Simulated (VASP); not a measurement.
A run of VASP 6.6.1 is set up as follows.

Contents of INCAR:

```
PREC = Accurate ; ENCUT = 520
EDIFF = 1E-6 ; ISMEAR = 0
SIGMA = 0.01 ; LREAL = F
LASPH = T ; NELM = 60
ALGO = Normal ; ISIF = 2
LWAVE = F ; LCHARG = F
GGA = PE ; ISYM = 0
NBANDS = 15
```

The input KPOINTS:

```
Automatic mesh
0
Gamma
  6 6 6
  0.5 0.5 0.5
```

File POSCAR:

```
SiO2
1.0
    0.0000000000      2.2641691167      2.2641691167
    2.2641691167      0.0000000000      2.2641691167
    2.2641691167      2.2641691167      0.0000000000
Si O
1 2
Direct
    0.0000000000      0.0000000000      0.0000000000
    0.2500000000      0.2500000000      0.2500000000
    0.7500000000      0.7500000000      0.7500000000
```

Potentials or basis: VASP PAW PBE potentials, release 64 (Si, O).

Command:

```sh
$ cat potpaw_PBE.64/Si/POTCAR potpaw_PBE.64/O/POTCAR > POTCAR
$ mpirun -np 1 vasp_std > vasp.out
```

Task: Predict the pressure.

Result: 10.3 GPa.

Task: Estimate the band gap on the k mesh.

Result: 2.51 eV, direct.

A k mesh can miss the band edges. As with any semilocal functional, this PBE gap is likely too small.
